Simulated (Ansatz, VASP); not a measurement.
In2GeS2: VASP beside Ansatz

```
In Ge S
1.0
     3.91116    0.00000    0.00000
    -1.95558    3.38717    0.00000
     0.00000    0.00000    9.33363
In Ge S
2 1 2
Direct
  0.66667 0.33333 0.35202
  0.33333 0.66667 0.64798
  0.00000 0.00000 0.00000
  0.66667 0.33333 0.83496
  0.33333 0.66667 0.16504
```

Change from the starting cell: species swapped into the Na2HfN2 type (P-3m1, No. 164).

Alike in both runs: functional PBE; k mesh 12 × 12 × 4; occupations gaussian, width 0.1 eV; no spin polarisation.

Ansatz relaxed the structure, and its values are those at the end. VASP's run is a single point on that final structure, the one shown.

|  | VASP | Ansatz |
| --- | --- | --- |
| version | VASP 6.6.1 | Ansatz 0.2.0 |
| potentials or method | VASP PAW PBE potentials, release 64 (In_d, Ge_d, S), cutoff 520 eV | scalar-relativistic, plane waves, PAW |
| valence electrons in the cell | 52 | 52 |

VASP gave:

```
gap on the k mesh at the Fermi level (eV) : none
pressure (GPa)                            : -0.1
```

Question: Which values does Ansatz return?

Answer: gap on the k mesh at the Fermi level (eV): none; pressure (GPa): 0.0.

A gap of «none» marks a metal or a gap that the smearing closes.
